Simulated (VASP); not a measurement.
A run of VASP 6.6.1:

File POSCAR:

```
Ru
1.0
    2.7058000000      0.0000000000      0.0000000000
   -1.3529000000      2.3432920000      0.0000000000
    0.0000000000      0.0000000000      4.2819000000
Ru
2
Direct
    0.3333333333      0.6666666667      0.2500000000
    0.6666666667      0.3333333333      0.7500000000
```

INCAR.step1

```
SYSTEM = Ru
PREC     = Accurate       ! precision mode
ENCUT    = 600            ! plane-wave cutoff, eV
ISMEAR   = -1             ! smearing method
SIGMA    = 0.1            ! smearing width, eV
LREAL    = .False.        ! projectors in reciprocal space
LASPH    = .True.         ! aspherical terms in the spheres
NELM     = 80             ! most SCF steps
GGA      = PE             ! functional
ALGO     = Normal         ! electronic algorithm
EDIFF    = 1E-4           ! SCF threshold, eV
LWAVE    = .True.         ! write WAVECAR
LCHARG   = .False.        ! write CHGCAR
```

INCAR.step2

```
SYSTEM = Ru
PREC     = Accurate       ! precision mode
ENCUT    = 600            ! plane-wave cutoff, eV
EDIFF    = 1E-6           ! SCF threshold, eV
ISMEAR   = -1             ! smearing method
SIGMA    = 0.1            ! smearing width, eV
LREAL    = .False.        ! projectors in reciprocal space
LASPH    = .True.         ! aspherical terms in the spheres
NELM     = 80             ! most SCF steps
ALGO     = Normal         ! electronic algorithm
ISIF     = 3              ! what is computed and relaxed
LWAVE    = .False.        ! write WAVECAR
LCHARG   = .False.        ! write CHGCAR
METAGGA  = R2SCAN         ! meta-GGA
LMIXTAU  = .True.       
IBRION   = 2              ! ionic algorithm
NSW      = 80             ! ionic steps
EDIFFG   = -0.05          ! ionic threshold
ISTART   = 1
```

File KPOINTS:

```
regular mesh
0
Gamma
  16 16 9
  0 0 0
```

Potentials or basis: VASP PAW PBE potentials, release 64 (Ru_pv).

Launch:

```bash
$ cat potpaw_PBE.64/Ru_pv/POTCAR > POTCAR
$ cp INCAR.step1 INCAR
$ mpirun -np 1 vasp_std > vasp.out
$ cp INCAR.step2 INCAR
$ mpirun -np 1 vasp_std > vasp.out
```

Hardware: 1 thread of Intel(R) Xeon(R) 6975P-C (Granite Rapids), on a shared host.

Task: How long does it take, and how much memory?

Result: Run time: 5.6 min on 1 thread of Intel(R) Xeon(R) 6975P-C (Granite Rapids) (shared host), peak memory 0.21 GiB. Counts: k points 150, ion steps 3.
